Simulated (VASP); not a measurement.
# NbC4 (P6/mmm) in VASP: further runs, part 2 of 3

VASP 6.6.1. The steps go on from the part before.

### 3 Single point, PBE

This run uses another cell than the first one, of 16.37 Å³/atom, 1.196 times its volume.

Input file INCAR:

```
PREC = Accurate ; ENCUT = 520
EDIFF = 1E-6 ; ISMEAR = 0
SIGMA = 0.1 ; LREAL = F
LASPH = T ; NELM = 60
ALGO = Normal ; ISIF = 2
LWAVE = F ; LCHARG = F
GGA = PE ; NBANDS = 22
```

Input file KPOINTS:

```
regular mesh
0
Gamma
  6 6 4
```

Input file POSCAR:

```
NbC4
1.0
    3.6360971000      0.0000000000      0.0000000000
   -1.8180485500      3.1489524600      0.0000000000
    0.0000000000      0.0000000000      7.1499182500
Nb C
1 4
Direct
    0.0000000000      0.0000000000      0.5000000000
    0.0000000000      0.0000000000      0.0822612400
    0.0000000000      0.0000000000      0.9177387600
    0.0000000000      0.0000000000      0.2856705100
    0.0000000000      0.0000000000      0.7143294900
```

Potentials or basis: VASP PAW PBE potentials, release 64 (Nb_sv, C).

Command:

```bash
cat potpaw_PBE.64/Nb_sv/POTCAR potpaw_PBE.64/C/POTCAR > POTCAR
mpirun -np 1 vasp_std > vasp.out
```

OUTCAR:

```text
PREC = Accurate
   ENCUT = 520
   EDIFF = 1E-6
   ISMEAR = 0
   LREAL = F
   LASPH = T
   NELM = 60
   ISIF = 2
   GGA = PE

 ion  position               nearest neighbor table
   1  0.000  0.000  0.500-   4 1.53   5 1.53
   2  0.000  0.000  0.082-   3 1.18   4 1.45
   3  0.000  0.000  0.918-   2 1.18   5 1.45
   4  0.000  0.000  0.286-   2 1.45   1 1.53
   5  0.000  0.000  0.714-   3 1.45   1 1.53

  LATTYP: Found a hexagonal cell.
 ALAT       =     3.6360971000
 C/A-ratio  =     1.9663716489

  Lattice vectors:

 A1 = (   3.6360971000,   0.0000000000,   0.0000000000)
 A2 = (  -1.8180485500,   3.1489524600,   0.0000000000)
 A3 = (   0.0000000000,   0.0000000000,   7.1499182500)

Analysis of symmetry for initial positions (statically):
=====================================================================
 Subroutine PRICEL returns:
 Original cell was already a primitive cell.

 Routine SETGRP: Setting up the symmetry group for a
 hexagonal supercell.

 Subroutine GETGRP returns: Found 24 space group operations
 (whereof 24 operations were pure point group operations)
 out of a pool of 24 trial point group operations.

The static configuration has the point symmetry D_6h.

Analysis of symmetry for dynamics (positions and initial velocities):
=====================================================================
 Subroutine PRICEL returns:
 Original cell was already a primitive cell.

 Routine SETGRP: Setting up the symmetry group for a
 hexagonal supercell.

 Subroutine GETGRP returns: Found 24 space group operations
 (whereof 24 operations were pure point group operations)
 out of a pool of 24 trial point group operations.

The dynamic configuration has the point symmetry D_6h.

 Subroutine INISYM returns: Found 24 space group operations
 (whereof 24 operations are pure point group operations),
 and found     1 'primitive' translations

----------------------------------------------------------------------------------------

                                     Primitive cell

  volume of cell :      81.8658

  direct lattice vectors                    reciprocal lattice vectors
     3.636097100  0.000000000  0.000000000     0.275020158  0.158782962  0.000000000
    -1.818048550  3.148952460  0.000000000     0.000000000  0.317565925  0.000000000
     0.000000000  0.000000000  7.149918250     0.000000000  0.000000000  0.139861739

  length of vectors
     3.636097100  3.636097101  7.149918250     0.317565925  0.317565925  0.139861739

  position of ions in fractional coordinates (direct lattice)
     0.000000000  0.000000000  0.500000000
     0.000000000  0.000000000  0.082261240
     0.000000000  0.000000000  0.917738760
     0.000000000  0.000000000  0.285670510
     0.000000000  0.000000000  0.714329490

  ion indices of the primitive-cell ions
   primitive index   ion index
                 1           1
                 2           2
                 3           3
                 4           4
                 5           5

----------------------------------------------------------------------------------------

 KPOINTS: regular mesh

Automatic generation of k-mesh.
 Grid dimensions read from file:
 generate k-points for:    6    6    4

 Generating k-lattice:

  Cartesian coordinates                     Fractional coordinates (reciprocal lattice)
     0.045836693  0.026463827  0.000000000     0.166666667 -0.000000000  0.000000000
     0.000000000  0.052927654  0.000000000     0.000000000  0.166666667  0.000000000
     0.000000000  0.000000000  0.034965435     0.000000000  0.000000000  0.250000000

  Length of vectors
     0.052927654  0.052927654  0.034965435

  Shift w.r.t. Gamma in fractional coordinates (k-lattice)
     0.000000000  0.000000000  0.000000000

 Subroutine IBZKPT returns following result:
 ===========================================

 Found     21 irreducible k-points:

 Following reciprocal coordinates:
            Coordinates               Weight
  0.000000  0.000000  0.000000      1.000000
  0.166667  0.000000  0.000000      6.000000
  0.333333  0.000000  0.000000      6.000000
  0.500000  0.000000  0.000000      3.000000
  0.166667  0.166667  0.000000      6.000000
  0.333333  0.166667  0.000000     12.000000
[... 13 lines left out ...]
  0.333333  0.166667  0.500000     12.000000
  0.333333  0.333333  0.500000      2.000000
   k-points           NKPTS =     21   k-points in BZ     NKDIM =     21   number of bands    NBANDS=     22
   number of dos      NEDOS =    301   number of ions     NIONS =      5
   total plane-waves  NPLWV =  42336
   dimension x,y,z NGX =    28 NGY =   28 NGZ =   54
   dimension x,y,z NGXF=    56 NGYF=   56 NGZF=  108
   ions per type =               1   4
   NGX,Y,Z   is equivalent  to a cutoff of  12.80, 12.80, 12.56 a.u.
   NGXF,Y,Z  is equivalent  to a cutoff of  25.60, 25.60, 25.11 a.u.
 SYSTEM =  unknown system
   PREC   = accura    normal or accurate (medium, high low for compatibility)
   ISTART =      0    job   : 0-new  1-cont  2-samecut
   ICHARG =      2    charge: 1-file 2-atom 10-const
   ISPIN  =      1    spin polarized calculation?
   LNONCOLLINEAR =      F non collinear calculations
   LSORBIT =      F    spin-orbit coupling
   LASPH  =      T    aspherical Exc in radial PAW
   ENCUT  =  520.0 eV  38.22 Ry    6.18 a.u.   6.76  6.76 13.29*2*pi/ulx,y,z
   NELM   =     60;   NELMIN=  2; NELMDL= -5     # of ELM steps
   EDIFF  = 0.1E-05   stopping-criterion for ELM
   LREAL  =      F    real-space projection
   EDIFFG = 0.1E-04   stopping-criterion for IOM
   NSW    =      0    number of steps for IOM
   IBRION =     -1    ionic relax: 0-MD 1-quasi-New 2-CG
   NFREE  =      0    steps in history (QN), initial steepest desc. (CG)
   ISIF   =      2    stress and relaxation
   ISYM   =      2    0-nonsym 1-usesym 2-fastsym
   POTIM  = 0.5000    time-step for ionic-motion
   TEBEG  =    0.0;   TEEND  =   0.0 temperature during run
   PSTRESS=    0.0 pullay stress
   NELECT =      29.0000    total number of electrons
   NUPDOWN=      -1.0000    fix difference up-down
   EMIN   =  10.00;   EMAX   =-10.00  energy-range for DOS
   EFERMI =   0.00;   METHOD = LEGACY
   ISMEAR =     0;   SIGMA  =   0.10  broadening in eV -4-tet -1-fermi 0-gaus
   EFERMI_NEDOS =   21; number of points for ismear=-14 and -15
   IALGO  =     38    algorithm
   IMIX   =      4    mixing-type and parameters
     AMIX     =   0.40;   BMIX     =  1.00
     AMIX_MAG =   1.60;   BMIX_MAG =  1.00
  volume/ion in A,a.u.               =      16.37       110.49
  Fermi-wavevector in a.u.,A,eV,Ry     =   1.158350  2.188965 18.255965  1.341776
  Thomas-Fermi vector in A             =   2.294953
   LORBIT       =      0    0 simple, 1 ext, 2 COOP (PROOUT), +10 PAW based schemes
   GGA     = PE    functional components
   LHFCALC =     F    Hartree Fock is set to
   AEXX    =    0.0000 exact exchange contribution
   IVDW    =     0    specifies the selected vdW correction
   LEPSILON=     F    determine dielectric tensor
   LRPA    =     F    only Hartree local field effects (RPA)
 non-spin polarized calculation
 Gauss-broadening in eV      SIGMA  =   0.10
  energy-cutoff  :      520.00
  volume of cell :       81.87
 maximum number of plane-waves:      2228
 NGX is ok and might be reduce to    28
   NGX = 13   NGY = 13   NGZ = 27

 number of electron      29.0000002 magnetization

 Free energy of the ion-electron system (eV)
  ---------------------------------------------------
  ext. energy  EPLUGINS =         0.00000000
  ---------------------------------------------------
  free energy    TOTEN  =       -29.43397614 eV

  energy without entropy =      -29.41147210  energy(sigma->0) =      -29.42272412

 E-fermi :   2.3795     XC(G=0):  -8.8692

 val. band max:        2.3500868766   @ k =   0.1667   0.0000   0.2500
 cond. band min:       2.3926178204   @ k =   0.3333   0.0000   0.0000
 fundamental gap:      0.0425309438
 Fermi energy:         2.3795407806

 k-point     1 :       0.0000    0.0000    0.0000
  band No.  band energies     occupation
      1     -53.0569      2.00000
      2     -31.6442      2.00000
      3     -28.6007      2.00000
      4     -28.6007      2.00000
      5     -13.1649      2.00000
      6      -9.9375      2.00000
[... 499 lines left out ...]
      6     -10.4916      2.00000
[... 14 lines left out ...]
     21       9.7779      0.00000
     22       9.7779      0.00000

------------------------ aborting loop because EDIFF is reached ----------------------------------------

  FORCE on cell =-STRESS in cart. coord.  units (eV):
  Direction    XX          YY          ZZ          XY          YZ          ZX
  --------------------------------------------------------------------------------------
  -------------------------------------------------------------------------------------
  Total       -4.0234388     -4.0234388     46.9062964      0.0000000     -0.0000000      0.0000000
  in kB      -78.7417989    -78.7417989    917.9923729      0.0000000     -0.0000000      0.0000000
  external PRESSURE =     253.5029250 kB  Pullay stress =       0.0000000 kB

 VOLUME and BASIS-vectors are now :
 -----------------------------------------------------------------------------
  energy-cutoff  :      520.00
  volume of cell :       81.87
      direct lattice vectors                 reciprocal lattice vectors
     3.636097100  0.000000000  0.000000000     0.275020158  0.158782962  0.000000000
    -1.818048550  3.148952460  0.000000000     0.000000000  0.317565925  0.000000000
     0.000000000  0.000000000  7.149918250     0.000000000  0.000000000  0.139861739

 POSITION                                       TOTAL-FORCE (eV/Angst)
 -----------------------------------------------------------------------------------
      0.00000      0.00000      3.57496         0.000000      0.000000      0.000000
      0.00000      0.00000      0.58816        -0.000000      0.000000      9.984740
      0.00000      0.00000      6.56176         0.000000     -0.000000     -9.984740
      0.00000      0.00000      2.04252        -0.000000      0.000000    -19.671299
      0.00000      0.00000      5.10740         0.000000      0.000000     19.671299
 -----------------------------------------------------------------------------------
    total drift:                               -0.000000     -0.000000      0.000000

  FREE ENERGIE OF THE ION-ELECTRON SYSTEM (eV)
  ---------------------------------------------------
  free  energy   TOTEN  =       -29.4339761371 eV

  energy  without entropy=      -29.4114721008  energy(sigma->0) =      -29.42272412
```

Wall time 20 s (1 thread of Intel Xeon 6975P-C (Granite Rapids), shared host); peak memory 0.2 GiB.

What came out:

```yaml
Free_energy: -29.4340 eV
Pressure: 25.4 GPa
Largest_force: 19.671 eV/Å
```

Forces on the atoms (eV/Å):
```
Nb    0.000   0.000   0.000
C     0.000   0.000   9.985
C     0.000   0.000  -9.985
C     0.000   0.000 -19.671
C     0.000   0.000  19.671
```

Caveat: forces of over 1 eV/Å act on the atoms, so gaps and moduli don't describe the material at rest.

### 4 Single point, PBE, collinear spin, ferromagnetic start

Input file INCAR:

```
SYSTEM = NbC4
PREC = Accurate
ENCUT = 520
EDIFF = 1E-6
ISMEAR = 0
SIGMA = 0.1
LREAL = .False.
LASPH = .True.
NELM = 150
ALGO = Normal
ISIF = 2
LWAVE = .False.
LCHARG = .True.
ISPIN = 2
MAGMOM = 1 0 0 0 0
LORBIT = 11
LMAXMIX = 4
GGA = PE
LELF = .True.
LVHAR = .True.
NBANDS = 26
```

Input file KPOINTS:

```
regular mesh
0
Gamma
  6 6 2
  0 0 0
```

Input file POSCAR:

```
NbC4
1.0
    3.1321142029      0.0000000000      0.0000000000
   -1.5660571015      2.7124904673      0.0000000000
    0.0000000000      0.0000000000      8.0550446175
Nb C
1 4
Direct
    0.0000000000      0.0000000000      0.5000000000
    0.0000000000      0.0000000000      0.0807821499
    0.0000000000      0.0000000000      0.9192178501
    0.0000000000      0.0000000000      0.2399719087
    0.0000000000      0.0000000000      0.7600280913
```

Potentials or basis: VASP PAW PBE potentials, release 64 (Nb_sv, C).

Command:

```bash
cat potpaw_PBE.64/Nb_sv/POTCAR potpaw_PBE.64/C/POTCAR > POTCAR
mpirun -np 1 vasp_std > vasp.out
```

OUTCAR:

```text
SYSTEM = NbC4
   PREC = Accurate
   ENCUT = 520
   EDIFF = 1E-6
   ISMEAR = 0
   LREAL = .False.
   LASPH = .True.
   NELM = 150
   ISIF = 2
   ISPIN = 2
   LORBIT = 11
   GGA = PE

 ion  position               nearest neighbor table
   1  0.000  0.000  0.500-   4 2.09   5 2.09
   2  0.000  0.000  0.081-   4 1.28   3 1.30
   3  0.000  0.000  0.919-   5 1.28   2 1.30
   4  0.000  0.000  0.240-   2 1.28   1 2.09
   5  0.000  0.000  0.760-   3 1.28   1 2.09

  LATTYP: Found a hexagonal cell.
 ALAT       =     3.1321142029
 C/A-ratio  =     2.5717595514

  Lattice vectors:

 A1 = (   3.1321142029,   0.0000000000,   0.0000000000)
 A2 = (  -1.5660571015,   2.7124904673,   0.0000000000)
 A3 = (   0.0000000000,   0.0000000000,   8.0550446175)

Analysis of symmetry for initial positions (statically):
=====================================================================
 Subroutine PRICEL returns:
 Original cell was already a primitive cell.

 Routine SETGRP: Setting up the symmetry group for a
 hexagonal supercell.

[... 1005 lines left out ...]
  -------------------------------------------------------------------------------------
  Total        0.4397894      0.4397894     -0.3329990     -0.0000000      0.0000000      0.0000000
  in kB       10.2963100     10.2963100     -7.7961415     -0.0000000      0.0000000      0.0000000
  external PRESSURE =       4.2654928 kB  Pullay stress =       0.0000000 kB

 VOLUME and BASIS-vectors are now :
 -----------------------------------------------------------------------------
  energy-cutoff  :      520.00
  volume of cell :       68.43
      direct lattice vectors                 reciprocal lattice vectors
     3.132114203  0.000000000  0.000000000     0.319273160  0.184332445  0.000000000
    -1.566057101  2.712490467  0.000000000     0.000000000  0.368664890  0.000000000
     0.000000000  0.000000000  8.055044618     0.000000000  0.000000000  0.124145805

 POSITION                                       TOTAL-FORCE (eV/Angst)
 -----------------------------------------------------------------------------------
      0.00000      0.00000      4.02752        -0.000000     -0.000000     -0.000000
      0.00000      0.00000      0.65070        -0.000000     -0.000000      0.280562
      0.00000      0.00000      7.40434        -0.000000     -0.000000     -0.280562
      0.00000      0.00000      1.93298         0.000000     -0.000000     -0.168004
      0.00000      0.00000      6.12206        -0.000000      0.000000      0.168004
 -----------------------------------------------------------------------------------
    total drift:                               -0.000000     -0.000000      0.000000

  FREE ENERGIE OF THE ION-ELECTRON SYSTEM (eV)
  ---------------------------------------------------
  free  energy   TOTEN  =       -40.4158325938 eV

  energy  without entropy=      -40.3905433204  energy(sigma->0) =      -40.40318796

 total charge

# of ion       s       p       d       tot
------------------------------------------
    1        2.208   6.022   2.293  10.523
    2        0.918   1.773   0.000   2.690
    3        0.918   1.773   0.000   2.690
    4        0.944   1.532   0.000   2.476
    5        0.944   1.532   0.000   2.476
--------------------------------------------------
tot          5.932  12.631   2.293  20.856

 magnetization (x)

# of ion       s       p       d       tot
------------------------------------------
    1        0.001   0.008   0.090   0.100
    2        0.000   0.004   0.000   0.004
    3        0.000   0.004   0.000   0.004
    4        0.000   0.006   0.000   0.006
    5        0.000   0.006   0.000   0.006
--------------------------------------------------
tot          0.002   0.027   0.090   0.119
```

OSZICAR:

```text
N       E                     dE             d eps       ncg     rms          rms(c)
DAV:   1     0.181491058690E+03    0.18149E+03   -0.14436E+04  1456   0.104E+03
DAV:   2    -0.310990758112E+02   -0.21259E+03   -0.20211E+03  1858   0.325E+02
DAV:   3    -0.467888268570E+02   -0.15690E+02   -0.15299E+02  2472   0.700E+01
DAV:   4    -0.475783963606E+02   -0.78957E+00   -0.78213E+00  2148   0.133E+01
DAV:   5    -0.475987228403E+02   -0.20326E-01   -0.20312E-01  2204   0.180E+00    0.149E+01
DAV:   6    -0.456368727605E+02    0.19619E+01   -0.47760E+01  2242   0.260E+01    0.128E+01
DAV:   7    -0.407902377316E+02    0.48466E+01   -0.27188E+01  2282   0.210E+01    0.546E+00
DAV:   8    -0.405265366796E+02    0.26370E+00   -0.26233E+00  1932   0.679E+00    0.264E+00
DAV:   9    -0.404144936622E+02    0.11204E+00   -0.62611E-01  1814   0.276E+00    0.801E-01
DAV:  10    -0.404155456728E+02   -0.10520E-02   -0.16966E-02  2214   0.846E-01    0.461E-01
DAV:  11    -0.404158388002E+02   -0.29313E-03   -0.17105E-03  1986   0.268E-01    0.288E-01
DAV:  12    -0.404157982904E+02    0.40510E-04   -0.17706E-03  1746   0.220E-01    0.501E-02
DAV:  13    -0.404158260170E+02   -0.27727E-04   -0.91262E-05  1988   0.672E-02    0.229E-02
DAV:  14    -0.404158282652E+02   -0.22482E-05   -0.21612E-05  1824   0.241E-02    0.959E-03
DAV:  15    -0.404158321917E+02   -0.39265E-05   -0.37518E-06  1598   0.135E-02    0.357E-03
DAV:  16    -0.404158325938E+02   -0.40210E-06   -0.53530E-07   992   0.403E-03
   1 F= -.40415833E+02 E0= -.40403188E+02  d E =-.252893E-01  mag=     0.2190
```

It took 24 s on 1 thread of Intel Xeon 6975P-C (Granite Rapids), shared host; peak memory 0.22 GiB.

Results:

| Property | Result |
| --- | --- |
| Free energy | -40.4158 eV |
| Pressure | 0.4 GPa |
| Largest force | 0.281 eV/Å |
| Net moment | 0.22 μB per cell |
| Site moments | Nb +0.10; C +0.00, +0.01 μB |
| Valence electrons inside the program's atomic spheres | Nb 10.52; C 2.69, 2.48 |

Forces on the atoms (eV/Å):
```
Nb   0.000  0.000  0.000
C    0.000  0.000  0.281
C    0.000  0.000 -0.281
C    0.000  0.000 -0.168
C    0.000  0.000  0.168
```

Stress tensor (GPa, compression positive):
```
 1.03  0.00  0.00
 0.00  1.03  0.00
 0.00  0.00 -0.78
```

Levels at points of the mesh, in eV from the Fermi level:
Spin up:
| k point | band 13 | band 14 | band 15 | band 16 | band 17 | band 18 |
| --- | --- | --- | --- | --- | --- | --- |
| (0.00, 0.00, 0.00) | -0.03 | -0.03 | 0.42 | 0.42 | 3.15 | 3.15 |
| (0.50, 0.00, 0.00) | -2.27 | -0.79 | 0.24 | 0.42 | 2.59 | 3.82 |
| (0.00, 0.00, 0.50) | 0.42 | 0.42 | 0.55 | 0.55 | 1.81 | 1.81 |
| (0.50, 0.00, 0.50) | -2.27 | -1.74 | -0.16 | 1.09 | 2.85 | 3.74 |
Spin down:
| k point | band 11 | band 12 | band 13 | band 14 | band 15 | band 16 | band 17 | band 18 |
| --- | --- | --- | --- | --- | --- | --- | --- | --- |
| (0.00, 0.00, 0.00) | -2.17 | -2.17 | 0.00 | 0.00 | 0.56 | 0.56 | 3.20 | 3.20 |
| (0.50, 0.00, 0.00) | -2.85 | -2.68 | -2.12 | -0.76 | 0.31 | 0.48 | 2.64 | 3.88 |
| (0.00, 0.00, 0.50) | -2.24 | -2.24 | 0.56 | 0.56 | 0.57 | 0.57 | 1.86 | 1.86 |
| (0.50, 0.00, 0.50) | -2.93 | -2.38 | -2.12 | -1.67 | -0.14 | 1.14 | 2.97 | 3.79 |

Caveat: the k points lie up to 0.39 Å⁻¹ apart.

(Part 2 of 3 ends here.)
